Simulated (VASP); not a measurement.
Here is a VASP 6.6.1 calculation.

The input POSCAR:

```
TePb
1.0
    0.0000000000      3.0853790180      3.0853790180
    3.0853790180      0.0000000000      3.0853790180
    3.0853790180      3.0853790180      0.0000000000
Pb Te
1 1
Direct
    0.0000000000      0.0000000000      0.0000000000
    0.5000000000      0.5000000000      0.5000000000
```

INCAR.step1

```
SYSTEM = TePb
PREC = Accurate
ENCUT = 600
ISMEAR = -1
SIGMA = 0.08
LREAL = .False.
LASPH = .True.
NELM = 60
GGA = PE
ALGO = Normal
EDIFF = 1E-4
LWAVE = .True.
LCHARG = .False.
```

The input INCAR.step2:

```
SYSTEM = TePb
PREC = Accurate
ENCUT = 600
EDIFF = 1E-7
ISMEAR = -1
SIGMA = 0.08
LREAL = .False.
LASPH = .True.
NELM = 60
ALGO = Normal
ISIF = 3
LWAVE = .False.
LCHARG = .False.
METAGGA = R2SCAN
LMIXTAU = .True.
IBRION = 2
NSW = 60
EDIFFG = -0.005
ISTART = 1
```

File KPOINTS:

```
Automatic mesh
0
Gamma
  12 12 12
  0 0 0
```

Potentials or basis: VASP PAW PBE potentials, release 64 (Pb_d, Te).

Launch:

```sh
$ cat potpaw_PBE.64/Pb_d/POTCAR potpaw_PBE.64/Te/POTCAR > POTCAR
$ cp INCAR.step1 INCAR
$ mpirun -np 1 vasp_std > vasp.out
$ cp INCAR.step2 INCAR
$ mpirun -np 1 vasp_std > vasp.out
```

(1) Predict the relaxed cell.

(2) What does it give for the space group after relaxing (to 0.1 Å)?

Results:

(1) a = 4.619 Å, b = 4.619 Å, c = 4.619 Å, α = 60.00°, β = 60.00°, γ = 60.00°.

(2) Fm-3m (No. 225).
